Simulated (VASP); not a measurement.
Pt, 2 atoms in the cell. The structure is hexagonal, space group P6_3/mmc (No. 194). The conventional cell has a = 2.752 Å, b = 2.752 Å, c = 4.688 Å, α = 90.00°, β = 90.00°, γ = 120.00°. Within 3.6 Å of Pt (site symmetry -6m2) lie 12 Pt at 2.75 to 2.83 Å. This isn't the form of Pt at room conditions, which is fcc.

- Program: VASP 6.6.1
- Task: single point
- Functional: PBE
- Potentials or basis: VASP PAW PBE potentials, release 64 (Pt)
- Cutoff: 520 eV
- k mesh: 18 × 18 × 10
- Occupations: fermi-dirac, width 0.15 eV
- Spin: no spin polarisation
- Dipole correction: no
- Further INCAR settings: ALGO = Fast; EDIFF = 1e-07; NBANDS = 17

Potentials or basis: VASP PAW PBE potentials, release 64 (Pt).

Launch:

```sh
$ cat potpaw_PBE.64/Pt/POTCAR > POTCAR
$ mpirun -np 1 vasp_std > vasp.out
```

Hardware: 1 thread of Intel Xeon 8259CL, on a shared host.

Task: How long does it take, and how much memory?

Result: It took 2.3 min on 1 thread of Intel Xeon 8259CL, with other jobs on the host, peak memory 0.22 GiB. Counts: scf iterations 16, k points 222.
